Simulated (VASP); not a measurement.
SrO:

```xyz
2
Lattice="0.0000 2.5663 2.5663 2.5663 0.0000 2.5663 2.5663 2.5663 0.0000" Properties=species:S:1:pos:R:3 pbc="T T T"
Sr    2.5663    2.5663    2.5663
O     0.0000    0.0000    0.0000
```

```yaml
Program: VASP 6.6.1
Task: relaxation of volume and atoms at fixed shape
Functional: LDA
Potentials_or_basis: VASP PAW LDA potentials, release 64 (Sr_sv, O)
Cutoff: 600 eV
k_mesh: 5 × 5 × 5
Occupations: gaussian, width 0.01 eV
Spin: no spin polarisation
```

At the start: pressure -3.2 GPa; volume 16.90 Å³/atom.

Problem. Where does the relaxation end?

Solution. Over 3 steps the energy falls by 5.8 meV/atom and the volume is 16.35 Å³/atom (-3.3 %); space group Fm-3m (No. 225, to 0.05 Å).

Step by step:
```csv
step,energy change (eV),largest force (eV/Å),pressure (GPa),volume (Å³)
1,0.0000,0.0000,-3.22,33.80
2,-0.0087,0.0000,1.75,32.17
3,-0.0115,0.0000,0.00,32.69
```

Final structure:
```xyz
2
Lattice="0.0000 2.5379 2.5379 2.5379 0.0000 2.5379 2.5379 2.5379 0.0000" Properties=species:S:1:pos:R:3 pbc="T T T"
Sr    2.5379    2.5379    2.5379
O     0.0000    0.0000    0.0000
```

Caveat: the k points lie up to 0.43 Å⁻¹ apart in the final cell.
